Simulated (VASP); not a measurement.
LaPt2, 6 atoms in the cell. It takes space group Fd-3m (No. 227, cubic). The conventional cell has a = 7.774 Å, b = 7.774 Å, c = 7.774 Å, α = 90.00°, β = 90.00°, γ = 90.00°. Within 4.2 Å of La (site symmetry -43m) lie 12 Pt at 3.22 Å and 4 La at 3.37 Å. Pt (site symmetry -3m) has 6 Pt at 2.75 Å and 6 La at 3.22 Å within 3.6 Å. 

| Quantity | Value |
| --- | --- |
| Program | VASP 6.6.1 |
| Task | single point |
| Functional | LDA |
| Potentials or basis | VASP PAW LDA potentials, release 64 (La, Pt) |
| Cutoff | 500 eV |
| k mesh | 6 × 6 × 6 |
| Occupations | methfessel-paxton, width 0.1 eV |
| Spin | no spin polarisation |
| Dipole correction | no |
| Further INCAR settings | ALGO = Normal; EDIFF = 1e-06; NBANDS = 40 |

Potentials or basis: VASP PAW LDA potentials, release 64 (La, Pt).

Run with:

```bash
$ cat potpaw_LDA.64/La/POTCAR potpaw_LDA.64/Pt/POTCAR > POTCAR
$ mpirun -np 1 vasp_std > vasp.out
```

Hardware: 1 thread of Intel(R) Xeon(R) Platinum 8375C CPU @ 2.90GHz (Ice Lake), on a shared host.

Q: How long does it take, and how much memory?

A: It took 72 s on 1 thread of Intel(R) Xeon(R) Platinum 8375C CPU @ 2.90GHz (Ice Lake), with other jobs on the host, peak memory 0.23 GiB. Counts: scf iterations 15, k points 16.
